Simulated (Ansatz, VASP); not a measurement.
# K2S in VASP and in Ansatz

```xyz
3
Lattice="0.0000 2.7229 2.7229 2.7229 0.0000 2.7229 2.7229 2.7229 0.0000" Properties=species:S:1:pos:R:3 pbc="T T T"
K     1.3614    1.3614    1.3614
K     4.0843    4.0843    4.0843
S     0.0000    0.0000    0.0000
```

Change from the starting cell: volume scaled by 0.4, crystal datasets.

Alike in both runs: task electric field gradients; functional PBEsol; k mesh 7 × 7 × 7; occupations fermi-dirac, width 0.03 eV; no spin polarisation.

```csv
,VASP,Ansatz
version,VASP 6.6.1,Ansatz 0.2.0
potentials or method,"VASP PAW PBE potentials, release 64 (K_sv, S), cutoff 400 eV","all-electron PAW with datasets made for the crystal, scalar-relativistic"
```

```csv
,VASP,Ansatz,Ansatz less VASP
gap on the k mesh at the Fermi level (eV),2.21,2.21,+0.008
pressure (GPa),117.5,114.2,-3.32
```

VASP's potentials were made for PBE, not for PBEsol. Both programs put the cell under a high pressure, so it lies far from rest at this level. Ansatz ran all-electron here, and VASP with PAW potentials.

Noted on VASP's run: the cell as given lies far from equilibrium.
